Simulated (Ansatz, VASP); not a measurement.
Cl in VASP and in Ansatz

```
Cl
1.0
    12.00000    0.00000    0.00000
     0.00000   12.30000    0.00000
     0.00000    0.00000   12.60000
Cl
2
Direct
  0.50000 0.50000 0.42049
  0.50000 0.50000 0.57951
```

Alike in both runs: functional PBE; k mesh 1 × 1 × 1; occupations fermi-dirac, width 0.01 eV; no spin polarisation.

Ansatz relaxed the structure, and its values are those at the end. VASP's run is a single point on that final structure, the one shown.

|  | VASP | Ansatz |
| --- | --- | --- |
| version | VASP 6.6.1 | Ansatz 0.2.0 |
| potentials or method | VASP PAW PBE potentials, release 64 (Cl), cutoff 400 eV | plane waves (420 eV) with PAW (set soft_1), scalar-relativistic |
| valence electrons in the cell | 14 | 14 |

VASP gave:

```
rms of the force components (eV/Å) : 0.107
```

What did Ansatz give for the same quantities?

rms of the force components (eV/Å): 0.003.
